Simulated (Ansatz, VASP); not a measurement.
## Ag in VASP and in Ansatz

```
CELL_PARAMETERS angstrom
0.00000 2.03690 2.03690
2.03690 0.00000 2.03690
2.03690 2.03690 0.00000
ATOMIC_POSITIONS crystal
Ag 0.00000 0.00000 0.00000
```

Alike in both runs: functional PBE; dispersion D3(BJ); k mesh 18 × 18 × 18; occupations gaussian, width 0.1 eV; no spin polarisation.

Ansatz relaxed the structure, and its values are those at the end. VASP's run is a single point on that final structure, the one shown.

```csv
,VASP,Ansatz
version,VASP 6.6.1,Ansatz 0.2.0
potentials or method,"VASP PAW PBE potentials, release 64 (Ag), cutoff 500 eV","scalar-relativistic, plane waves, PAW"
valence electrons in the cell,11,19
```

Ansatz gave:

* gap on the k mesh at the Fermi level (eV): none
* pressure (GPa): 0.0

What did VASP give for the same quantities?

gap on the k mesh at the Fermi level (eV): none; pressure (GPa): -0.2.

A gap of «none» marks a metal or a gap that the smearing closes. VASP's potentials hold 11 valence electrons a cell and Ansatz's 19, so a difference there can come from the potentials and not from the codes.
